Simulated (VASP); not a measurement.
Wanted: the native input for a VASP 6.6.1 run.

```
Task                   : single point
Functional             : PBEsol
Potentials or basis    : VASP PAW PBE potentials, release 64 (Sr_sv, Cl)
Cutoff                 : 520 eV
k mesh                 : 6 × 6 × 6
Occupations            : gaussian, width 0.01 eV
Spin                   : no spin polarisation
Dipole correction      : no
Further INCAR settings : ALGO = Normal; EDIFF = 1e-06; NBANDS = 19
```

The structure of SrCl2 lies in POSCAR:

```
SrCl2
1.0
    3.5244272869      3.5244272869      0.0000000000
   -3.5244272869      3.5244272869      0.0000000000
    0.0000000000      3.5244272869      3.4168595626
Sr Cl
1 2
Direct
    0.0000000000      0.0000000000      0.0000000000
    0.2500000000      0.7500000000      0.5000000000
    0.7500000000      0.2500000000      0.5000000000
```

This cell differs from its parent crystal: in-plane strain +0.02, then relaxed in part.

The input as run:

INCAR

```
SYSTEM = SrCl2
PREC     = Accurate       ! precision mode
ENCUT    = 520            ! plane-wave cutoff, eV
EDIFF    = 1E-6           ! SCF threshold, eV
ISMEAR   = 0              ! smearing method
SIGMA    = 0.01           ! smearing width, eV
LREAL    = .FALSE.        ! projectors in reciprocal space
LASPH    = .TRUE.         ! aspherical terms in the spheres
NELM     = 100            ! most SCF steps
ALGO     = Normal         ! electronic algorithm
ISIF     = 2              ! what is computed and relaxed
LWAVE    = .FALSE.        ! write WAVECAR
LCHARG   = .FALSE.        ! write CHGCAR
GGA      = PS             ! functional
NBANDS   = 19             ! bands
```

KPOINTS

```
regular mesh
0
G
  6 6 6
  0 0 0
```

Potentials or basis: VASP PAW PBE potentials, release 64 (Sr_sv, Cl).

Command:

```sh
$ cat potpaw_PBE.64/Sr_sv/POTCAR potpaw_PBE.64/Cl/POTCAR > POTCAR
$ mpirun -np 1 vasp_std > vasp.out
```

It gave:

The pressure is -0.9 GPa and the band gap on the k mesh is 4.98 eV, indirect (least direct gap 5.23 eV).

Caveat: the cell differs from its parent crystal (in-plane strain +0.02, then relaxed in part); the PAW data sets were made with another functional, which shifts forces and pressure a little.

Run time: 100 s on 1 thread of Intel Xeon 8259CL (shared host), peak memory 0.25 GiB.
